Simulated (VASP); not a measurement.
Wanted: the native input for a VASP 6.6.1 run.

| Property | Result |
| --- | --- |
| Task | single point |
| Functional | PBE |
| Potentials or basis | VASP PAW PBE potentials, release 64 (Os, Au) |
| Cutoff | 520 eV |
| k mesh | 4 × 4 × 4 |
| Occupations | gaussian, width 0.1 eV |
| Spin | no spin polarisation |
| Dipole correction | no |
| Further INCAR settings | ALGO = Normal; EDIFF = 1e-06; NBANDS = 26 |

The structure of Os3Au lies in POSCAR:

```
Os3Au
1.0
    3.9177461829      0.0000000000      0.0000000000
    0.0000000000      3.9177461829      0.0000000000
    0.0000000000      0.0000000000      3.9177461829
Os Au
3 1
Direct
    0.0000000000      0.5000000000      0.5000000000
    0.5000000000      0.0000000000      0.5000000000
    0.5000000000      0.5000000000      0.0000000000
    0.0000000000      0.0000000000      0.0000000000
```

These files were run (other wordings do the same):

INCAR

```
ALGO = Normal ; EDIFF = 1E-6
ENCUT = 520 ; GGA = PE
ISIF = 2 ; ISMEAR = 0
LASPH = True ; LCHARG = False
LREAL = False ; LWAVE = False
NBANDS = 26 ; NELM = 100
PREC = Accurate ; SIGMA = 0.1
```

KPOINTS

```
k-points
0
Gamma
  4 4 4
```

Potentials or basis: VASP PAW PBE potentials, release 64 (Os, Au).

Run with:

```console
$ cat potpaw_PBE.64/Os/POTCAR potpaw_PBE.64/Au/POTCAR > POTCAR
$ mpirun -np 1 vasp_std > vasp.out
```

It gave:

| Quantity | Value |
| --- | --- |
| Pressure | -0.3 GPa |
| Band gap on the k mesh | zero (an odd number of electrons rules out a gap without spin polarisation) |

Caveat: the k points lie up to 0.40 Å⁻¹ apart, too coarse for converged energies and pressures of a metal; spin-orbit coupling is left out, which moves the levels of the heavy elements.

It took 36 s on 1 thread of AMD EPYC 7R13, with other jobs on the host, peak memory 0.14 GiB.
